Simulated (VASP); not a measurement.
Runs of VASP 6.6.1 on As. The structure is that of space group Pm-3m (No. 221), or close to it. The cells are those of the table. This isn't the form of As at room conditions, which is rhombohedral.

```csv
level,potentials or basis,cell,screening parameter,gap on the mesh (eV),pressure (GPa)
HSE06,"VASP PAW PBE potentials, release 64 (As)","a = 2.648 Å, 1 atom",0.2079 1/Å,none,(a)
HSE06,"VASP PAW PBE potentials, release 64 (As)","a = 2.739 Å, 1 atom",0.2079 1/Å,none,-3.3
HSE06,"VASP PAW PBE potentials, release 64 (As)","a = 2.722 Å, 1 atom",0.2079 1/Å,none,(b)
PBE0,"VASP PAW PBE potentials, release 64 (As_d)","a = 2.739 Å, 1 atom",-,none,-0.6
HSE06,"VASP PAW PBE potentials, release 64 (As)","a = 2.704 Å, 1 atom",0.2079 1/Å,none,-1.6
```

Alike in all rows: task single point; no spin polarisation; k mesh 6 × 6 × 6; cutoff (eV) 520; smearing fermi-dirac 0.05 eV.

Task: Estimate the missing entries.

Result: (a) 4.5; (b) -2.8.

Caveats: all runs use coarse meshes; the PAW data sets were made with another functional, which shifts forces and pressure a little.

A k mesh can miss the band edges, and the runs leave out spin-orbit coupling on As.

A gap of «none» marks levels without a gap at the run's occupations.

The runs don't all hold the same shells in valence.
